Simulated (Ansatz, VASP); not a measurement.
TeMo3: VASP beside Ansatz

Contents of INCAR:

```
SYSTEM = TeMo3
ALGO = Normal
EDIFF = 1E-7
EDIFFG = -0.01
ENCUT = 500
GGA = PE
GGA_COMPAT = .False.
IBRION = 2
ISIF = 3
ISMEAR = 0
LASPH = .True.
LCHARG = .False.
LREAL = .False.
LWAVE = .False.
NELM = 120
NELMIN = 4
NSW = 100
PREC = Accurate
SIGMA = 0.1
```

The input KPOINTS:

```
k-points
0
Gamma
  12 12 12
  0 0 0
```

File POSCAR:

```
TeMo3
1.0
    4.0844647003      0.0000000000      0.0000000000
    0.0000000000      4.0844647003      0.0000000000
    0.0000000000      0.0000000000      4.0844647003
Te Mo
1 3
Direct
    0.0000000000      0.0000000000      0.0000000000
    0.0000000000      0.5000000000      0.5000000000
    0.5000000000      0.0000000000      0.5000000000
    0.5000000000      0.5000000000      0.0000000000
```

Input for Ansatz:

```yaml
crystal:
  lattice:
    - [4.0844647003, 0.0, 0.0]
    - [0.0, 4.0844647003, 0.0]
    - [0.0, 0.0, 4.0844647003]
  atoms:
    - { symbol: Te, position: [0.0, 0.0, 0.0] }
    - { symbol: Mo, position: [0.0, 0.5, 0.5] }
    - { symbol: Mo, position: [0.5, 0.0, 0.5] }
    - { symbol: Mo, position: [0.5, 0.5, 0.0] }
basis:
  ecutwfc: 420
kpoints:
  mp_grid: { grid: [12, 12, 12] }
hamiltonian:
  xc: pbe
scf:
  occupations: { method: gaussian, width: 0.1 }
output:
  forces: true
  stress: true
  eigenvalues: true
relax:
  adjacent_minimum: "off"
  f_tol: 0.01
  max_steps: 80
  cell: { stress_tol: 0.05 }
```

Alike in both runs: task relaxation of cell and atoms; functional PBE; k mesh 12 × 12 × 12; occupations gaussian, width 0.1 eV; no spin polarisation.

```csv
,VASP,Ansatz
version,VASP 6.6.1,Ansatz 0.2.0
potentials or method,"VASP PAW PBE potentials, release 64 (Te, Mo_sv), cutoff 500 eV","scalar-relativistic, plane waves, PAW"
valence electrons in the cell,48,58
```

Ansatz gave:

| Property | Result |
| --- | --- |
| gap on the k mesh at the Fermi level, each at its own relaxed structure (eV) | none |
| relaxed volume (Å³/atom) | 17.04 |
| relaxed cell length with the largest relative difference (Å) | 4.085 |

**Question.** Which values does VASP return?

**Answer.** gap on the k mesh at the Fermi level, each at its own relaxed structure (eV): none; relaxed volume (Å³/atom): 17.06; relaxed cell length with the largest relative difference (Å): 4.086.

A gap of «none» marks a metal or a gap that the smearing closes. VASP's potentials hold 48 valence electrons a cell and Ansatz's 58, so a difference there can come from the potentials and not from the codes.

Neither program's run includes spin-orbit coupling.
